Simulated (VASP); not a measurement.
# Ga3Se: single point with PBE

Ga3Se:

```xyz
4
Lattice="2.8441 0.0000 0.0000 0.0000 2.8441 0.0000 0.0000 0.0000 10.0963" Properties=species:S:1:pos:R:3 pbc="T T T"
Ga    1.4221    1.4221    0.0000
Ga    0.0000    0.0000    7.7979
Ga    0.0000    0.0000    2.2984
Se    0.0000    0.0000    5.0481
```

The cell was generated, and may not be a known phase.

```yaml
Program: VASP 6.6.1
Task: single point
Functional: PBE
Potentials_or_basis: VASP PAW PBE potentials, release 64 (Ga_d, Se)
Cutoff: 520 eV
k_mesh: 14 × 14 × 6
Occupations: gaussian, width 0.1 eV
Spin: no spin polarisation
Dipole_correction: no
Further_INCAR_settings: ALGO = Normal; EDIFF = 1e-06; NBANDS = 30
```

The pressure is 0.1 GPa and the band gap on the k mesh is zero (an odd number of electrons rules out a gap without spin polarisation).

Levels at points of the mesh, in eV from the Fermi level:
```csv
k point,band 20,band 21,band 22,band 23,band 24,band 25,band 26,band 27
"(0.00, 0.00, 0.00)",-4.98,1.01,2.04,2.04,2.62,7.26,7.26,8.52
"(0.50, 0.00, 0.00)",-5.51,-3.33,-1.98,-1.50,-0.46,2.71,3.39,4.96
"(0.50, 0.50, 0.00)",-1.24,-1.24,-0.99,-0.78,0.21,0.21,1.07,2.78
"(0.00, 0.00, 0.50)",-2.66,-1.69,2.04,2.04,5.39,7.18,7.18,7.61
"(0.50, 0.00, 0.50)",-4.44,-3.75,-3.00,-1.04,0.61,2.44,3.39,3.99
"(0.50, 0.50, 0.50)",-1.35,-1.35,-0.99,-0.35,0.30,0.55,0.55,2.33
```

Wall time 5.4 min on 1 thread of AMD EPYC 7R13 Processor (Zen 3), with other jobs on the host, peak memory 0.39 GiB.
